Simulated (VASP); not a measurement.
# SrCl2 in VASP: a series of runs

The runs below take SrCl2 through single point, with PBE+D3(BJ).

All numbers are computed with VASP 6.6.1; they aren't measurements. Logs are shortened: lines on timing, memory, paths and dates and some standing lists are left out, and cuts for length are marked.

## 1. The cell of the first run

The cell holds a slab with vacuum, 6 atoms: a = 4.920 Å, b = 4.920 Å, c = 23.025 Å, α = 90.00°, β = 90.00°, γ = 120.00°.

## 2. Single point, PBE+D3(BJ)

Contents of INCAR:

```
PREC = Accurate
ENCUT = 520
EDIFF = 1E-6
ISMEAR = 0
SIGMA = 0.05
LREAL = False
LASPH = True
NELM = 60
ALGO = Normal
ISIF = 2
LWAVE = False
LCHARG = False
LDIPOL = True
IDIPOL = 3
DIPOL = 0.5 0.5 0.500
GGA = PE
IVDW = 12
NBANDS = 33
```

Contents of KPOINTS:

```
Automatic mesh
0
Gamma
  6 6 1
```

Contents of POSCAR:

```
SrCl2
1.0
    4.9195063098      0.0000000000      0.0000000000
   -2.4597531549      4.2604174384      0.0000000000
    0.0000000000      0.0000000000     23.0251401228
Cl Sr
4 2
Direct
    0.0000000000      0.0000000000      0.3691617056
    0.3333333333      0.6666666667      0.4563872352
    0.6666666667      0.3333333333      0.5422980191
    0.0000000000      0.0000000000      0.6343785129
    0.6666666667      0.3333333333      0.4127744704
    0.3333333333      0.6666666667      0.5859724885
```

Potentials or basis: VASP PAW PBE potentials, release 64 (Cl, Sr_sv).

The run is started by

```sh
cat potpaw_PBE.64/Cl/POTCAR potpaw_PBE.64/Sr_sv/POTCAR > POTCAR
mpirun -np 1 vasp_std > vasp.out
```

OUTCAR:

```text
PREC = Accurate
   ENCUT = 520
   EDIFF = 1E-6
   ISMEAR = 0
   LREAL = False
   LASPH = True
   NELM = 60
   ISIF = 2
   GGA = PE
   IVDW = 12
 IVDW          = 12

 ion  position               nearest neighbor table
   1  0.000  0.000  0.369-   5 3.01   5 3.01   5 3.01
   2  0.333  0.667  0.456-   6 2.98   5 3.01   5 3.01   5 3.01
   3  0.667  0.333  0.542-   5 2.98   6 3.01   6 3.01   6 3.01
   4  0.000  0.000  0.634-   6 3.05   6 3.05   6 3.05
   5  0.667  0.333  0.413-   3 2.98   2 3.01   1 3.01   2 3.01   1 3.01   1 3.01   2 3.01   6 4.90
                             6 4.90   6 4.90
   6  0.333  0.667  0.586-   2 2.98   3 3.01   3 3.01   3 3.01   4 3.05   4 3.05   4 3.05   5 4.90
                             5 4.90   5 4.90

  LATTYP: Found a hexagonal cell.
 ALAT       =     4.9195063098
 C/A-ratio  =     4.6803761745

  Lattice vectors:

 A1 = (   4.9195063098,   0.0000000000,   0.0000000000)
 A2 = (  -2.4597531549,   4.2604174384,   0.0000000000)
 A3 = (   0.0000000000,   0.0000000000,  23.0251401228)

Analysis of symmetry for initial positions (statically):
=====================================================================
 Subroutine PRICEL returns:
 Original cell was already a primitive cell.

 Routine SETGRP: Setting up the symmetry group for a
 hexagonal supercell.

 Subroutine GETGRP returns: Found  6 space group operations
 (whereof  6 operations were pure point group operations)
 out of a pool of 24 trial point group operations.

The static configuration has the point symmetry C_3v.

Analysis of symmetry for dynamics (positions and initial velocities):
=====================================================================
 Subroutine PRICEL returns:
 Original cell was already a primitive cell.

 Routine SETGRP: Setting up the symmetry group for a
 hexagonal supercell.

 Subroutine GETGRP returns: Found  6 space group operations
 (whereof  6 operations were pure point group operations)
 out of a pool of 24 trial point group operations.

The dynamic configuration has the point symmetry C_3v.

 Subroutine INISYM returns: Found  6 space group operations
 (whereof  6 operations are pure point group operations),
 and found     1 'primitive' translations

----------------------------------------------------------------------------------------

                                     Primitive cell

  volume of cell :     482.5874

  direct lattice vectors                    reciprocal lattice vectors
     4.919506310  0.000000000  0.000000000     0.203272430  0.117359392  0.000000000
    -2.459753155  4.260417438  0.000000000     0.000000000  0.234718784  0.000000000
     0.000000000  0.000000000 23.025140123     0.000000000  0.000000000  0.043430789

  length of vectors
     4.919506310  4.919506310 23.025140123     0.234718784  0.234718784  0.043430789

  position of ions in fractional coordinates (direct lattice)
     0.000000000  0.000000000  0.369161706
     0.333333333  0.666666667  0.456387235
     0.666666667  0.333333333  0.542298019
     0.000000000  0.000000000  0.634378513
     0.666666667  0.333333333  0.412774470
     0.333333333  0.666666667  0.585972488

  ion indices of the primitive-cell ions
   primitive index   ion index
                 1           1
                 2           2
                 3           3
                 4           4
                 5           5
                 6           6

----------------------------------------------------------------------------------------

 KPOINTS: Automatic mesh

Automatic generation of k-mesh.
 Grid dimensions read from file:
 generate k-points for:    6    6    1

 Generating k-lattice:

  Cartesian coordinates                     Fractional coordinates (reciprocal lattice)
     0.033878738  0.019559899  0.000000000     0.166666667  0.000000000  0.000000000
     0.000000000  0.039119797  0.000000000     0.000000000  0.166666667  0.000000000
     0.000000000  0.000000000  0.043430789     0.000000000  0.000000000  1.000000000

  Length of vectors
     0.039119797  0.039119797  0.043430789

  Shift w.r.t. Gamma in fractional coordinates (k-lattice)
     0.000000000  0.000000000  0.000000000

 Subroutine IBZKPT returns following result:
 ===========================================

 Found      7 irreducible k-points:

 Following reciprocal coordinates:
            Coordinates               Weight
  0.000000  0.000000  0.000000      1.000000
  0.166667 -0.000000  0.000000      6.000000
  0.333333 -0.000000  0.000000      6.000000
  0.500000  0.000000  0.000000      3.000000
  0.166667  0.166667  0.000000      6.000000
  0.333333  0.166667  0.000000     12.000000
  0.333333  0.333333  0.000000      2.000000
   k-points           NKPTS =      7   k-points in BZ     NKDIM =      7   number of bands    NBANDS=     33
   number of dos      NEDOS =    301   number of ions     NIONS =      6
   total plane-waves  NPLWV = 288000
   dimension x,y,z NGX =    40 NGY =   40 NGZ =  180
   dimension x,y,z NGXF=    80 NGYF=   80 NGZF=  360
   ions per type =               4   2
   NGX,Y,Z   is equivalent  to a cutoff of  13.52, 13.52, 13.00 a.u.
   NGXF,Y,Z  is equivalent  to a cutoff of  27.03, 27.03, 25.99 a.u.
 SYSTEM =  unknown system
   PREC   = accura    normal or accurate (medium, high low for compatibility)
   ISTART =      0    job   : 0-new  1-cont  2-samecut
   ICHARG =      2    charge: 1-file 2-atom 10-const
   ISPIN  =      1    spin polarized calculation?
   LNONCOLLINEAR =      F non collinear calculations
   LSORBIT =      F    spin-orbit coupling
   LASPH  =      T    aspherical Exc in radial PAW
   ENCUT  =  520.0 eV  38.22 Ry    6.18 a.u.   9.15  9.15 42.81*2*pi/ulx,y,z
   NELM   =     60;   NELMIN=  2; NELMDL= -5     # of ELM steps
   EDIFF  = 0.1E-05   stopping-criterion for ELM
   LREAL  =      F    real-space projection
   EDIFFG = 0.1E-04   stopping-criterion for IOM
   NSW    =      0    number of steps for IOM
   IBRION =     -1    ionic relax: 0-MD 1-quasi-New 2-CG
   NFREE  =      0    steps in history (QN), initial steepest desc. (CG)
   ISIF   =      2    stress and relaxation
   ISYM   =      2    0-nonsym 1-usesym 2-fastsym
   POTIM  = 0.5000    time-step for ionic-motion
   TEBEG  =    0.0;   TEEND  =   0.0 temperature during run
   PSTRESS=    0.0 pullay stress
   NELECT =      48.0000    total number of electrons
   NUPDOWN=      -1.0000    fix difference up-down
   EMIN   =  10.00;   EMAX   =-10.00  energy-range for DOS
   EFERMI =   0.00;   METHOD = LEGACY
   ISMEAR =     0;   SIGMA  =   0.05  broadening in eV -4-tet -1-fermi 0-gaus
   EFERMI_NEDOS =   21; number of points for ismear=-14 and -15
   IALGO  =     38    algorithm
   IMIX   =      4    mixing-type and parameters
     AMIX     =   0.40;   BMIX     =  1.00
     AMIX_MAG =   1.60;   BMIX_MAG =  1.00
  volume/ion in A,a.u.               =      80.43       542.78
  Fermi-wavevector in a.u.,A,eV,Ry     =   0.758513  1.433382  7.828011  0.575343
  Thomas-Fermi vector in A             =   1.857101
   LORBIT       =      0    0 simple, 1 ext, 2 COOP (PROOUT), +10 PAW based schemes
   GGA     = PE    functional components
   LHFCALC =     F    Hartree Fock is set to
   AEXX    =    0.0000 exact exchange contribution
   IVDW    =    12    specifies the selected vdW correction
   LEPSILON=     F    determine dielectric tensor
   LRPA    =     F    only Hartree local field effects (RPA)
 non-spin polarized calculation
 Gauss-broadening in eV      SIGMA  =   0.05
  energy-cutoff  :      520.00
  volume of cell :      482.59
 maximum number of plane-waves:     13058
 NGX is ok and might be reduce to    40
   NGX = 19   NGY = 19   NGZ = 85

 number of electron      48.0000001 magnetization

 dipolmoment           0.000000      0.000000      0.040005 electrons x Angstroem

 Free energy of the ion-electron system (eV)
  ---------------------------------------------------
  ext. energy  EPLUGINS =         0.00000000
  ---------------------------------------------------
  free energy    TOTEN  =       -25.15301115 eV

  energy without entropy =      -25.15301115  energy(sigma->0) =      -25.15301115

 E-fermi :  -4.3222     XC(G=0):  -3.4012

 val. band max:       -4.5665039137   @ k =   0.5000   0.0000   0.0000
 cond. band min:       0.6177760434   @ k =   0.0000   0.0000   0.0000
 fundamental gap:      5.1842799571
 Fermi energy:        -4.3221817496

 k-point     1 :       0.0000    0.0000    0.0000
  band No.  band energies     occupation
      1     -37.5580      2.00000
      2     -37.5266      2.00000
      3     -19.7580      2.00000
      4     -19.5979      2.00000
      5     -19.5197      2.00000
      6     -19.5197      2.00000
[... 25 lines left out ...]
     32       2.6693      0.00000
     33       2.9560      0.00000

 k-point     2 :       0.1667   -0.0000    0.0000
  band No.  band energies     occupation
      1     -37.5574      2.00000
      2     -37.5261      2.00000
      3     -19.7475      2.00000
      4     -19.6152      2.00000
      5     -19.5615      2.00000
      6     -19.5307      2.00000
[... 25 lines left out ...]
     32       2.8071      0.00000
     33       2.9434      0.00000

 k-point     3 :       0.3333   -0.0000    0.0000
  band No.  band energies     occupation
      1     -37.5564      2.00000
      2     -37.5251      2.00000
      3     -19.7562      2.00000
      4     -19.6905      2.00000
      5     -19.6062      2.00000
      6     -19.5684      2.00000
[... 25 lines left out ...]
     32       3.0523      0.00000
     33       3.2970      0.00000

 k-point     4 :       0.5000    0.0000    0.0000
  band No.  band energies     occupation
      1     -37.5558      2.00000
      2     -37.5246      2.00000
      3     -19.7869      2.00000
      4     -19.7258      2.00000
      5     -19.6023      2.00000
      6     -19.5786      2.00000
[... 25 lines left out ...]
     32       3.0384      0.00000
     33       3.3665      0.00000

 k-point     5 :       0.1667    0.1667    0.0000
  band No.  band energies     occupation
      1     -37.5566      2.00000
      2     -37.5254      2.00000
      3     -19.7392      2.00000
      4     -19.6688      2.00000
      5     -19.5930      2.00000
      6     -19.5655      2.00000
[... 25 lines left out ...]
     32       2.8479      0.00000
     33       3.1563      0.00000

 k-point     6 :       0.3333    0.1667    0.0000
  band No.  band energies     occupation
      1     -37.5558      2.00000
      2     -37.5246      2.00000
      3     -19.7541      2.00000
      4     -19.7080      2.00000
      5     -19.6120      2.00000
      6     -19.5837      2.00000
[... 25 lines left out ...]
     32       3.0195      0.00000
     33       3.0752      0.00000

 k-point     7 :       0.3333    0.3333    0.0000
  band No.  band energies     occupation
      1     -37.5555      2.00000
      2     -37.5244      2.00000
      3     -19.7092      2.00000
      4     -19.7051      2.00000
      5     -19.6526      2.00000
      6     -19.5900      2.00000
[... 25 lines left out ...]
     32       3.0364      0.00000
     33       3.0730      0.00000

------------------------ aborting loop because EDIFF is reached ----------------------------------------

 vacuum level on the upper side and lower side of the slab       (xc-potential included)         0.028        -0.307

 Edisp (eV)   -0.96416

 E8    (eV) :    -0.4342

  FORCE on cell =-STRESS in cart. coord.  units (eV):
  Direction    XX          YY          ZZ          XY          YZ          ZX
  --------------------------------------------------------------------------------------
  -------------------------------------------------------------------------------------
  Total      -2.22557    -2.22557     0.31967    -0.00000     0.00000     0.00000
  in kB      -7.38882    -7.38882     1.06131    -0.00000     0.00000     0.00000
  external pressure =       -4.57 kB  Pullay stress =        0.00 kB

 VOLUME and BASIS-vectors are now :
 -----------------------------------------------------------------------------
  energy-cutoff  :      520.00
  volume of cell :      482.59
      direct lattice vectors                 reciprocal lattice vectors
     4.919506310  0.000000000  0.000000000     0.203272430  0.117359392  0.000000000
    -2.459753155  4.260417438  0.000000000     0.000000000  0.234718784  0.000000000
     0.000000000  0.000000000 23.025140123     0.000000000  0.000000000  0.043430789

 POSITION                                       TOTAL-FORCE (eV/Angst)
 -----------------------------------------------------------------------------------
      0.00000      0.00000      8.50000        -0.000000      0.000000     -0.235543
     -0.00000      2.84028     10.50838        -0.000000     -0.000000      0.030486
      2.45975      1.42014     12.48649        -0.000000      0.000000     -0.005744
      0.00000      0.00000     14.60665        -0.000000      0.000000      0.015117
      2.45975      1.42014      9.50419         0.000000      0.000000      0.182770
     -0.00000      2.84028     13.49210        -0.000000      0.000000      0.012915
 -----------------------------------------------------------------------------------
    total drift:                               -0.000000     -0.000000     -0.000563

  FREE ENERGIE OF THE ION-ELECTRON SYSTEM (eV)
  ---------------------------------------------------
  free  energy   TOTEN  =       -26.1171737038 eV

  energy  without entropy=      -26.1171737038  energy(sigma->0) =      -26.11717370

 vacuum level on the upper side and lower side of the slab         2.576         2.234
```

Wall time 3.7 min (1 thread of Intel Xeon Platinum 8124M at 3.00GHz (Skylake/Cascade Lake), shared host); peak memory 0.65 GiB.

Results:

* Free energy: -26.1172 eV
* Largest force: 0.236 eV/Å
* Band gap on the k mesh: 5.18 eV, indirect (least direct gap 5.45 eV)
* Dispersion energy per atom: -0.161 eV

Forces in eV/Å, atoms in the order of the input:
```
Cl   0.000  0.000 -0.236
Cl   0.000  0.000  0.030
Cl   0.000  0.000 -0.006
Cl   0.000  0.000  0.015
Sr   0.000  0.000  0.183
Sr   0.000  0.000  0.013
```

Levels at points of the mesh, in eV from the valence-band top:
```tsv
k point	band 21	band 22	band 23	band 24	band 25	band 26	band 27	band 28
(0.00, 0.00, 0.00)	-0.53	-0.29	-0.27	-0.27	5.18	5.78	6.31	6.31
(0.50, 0.00, 0.00)	-0.48	-0.44	-0.16	0.00	5.87	6.42	6.61	6.91
```

(Part 1 of 2 ends here.)
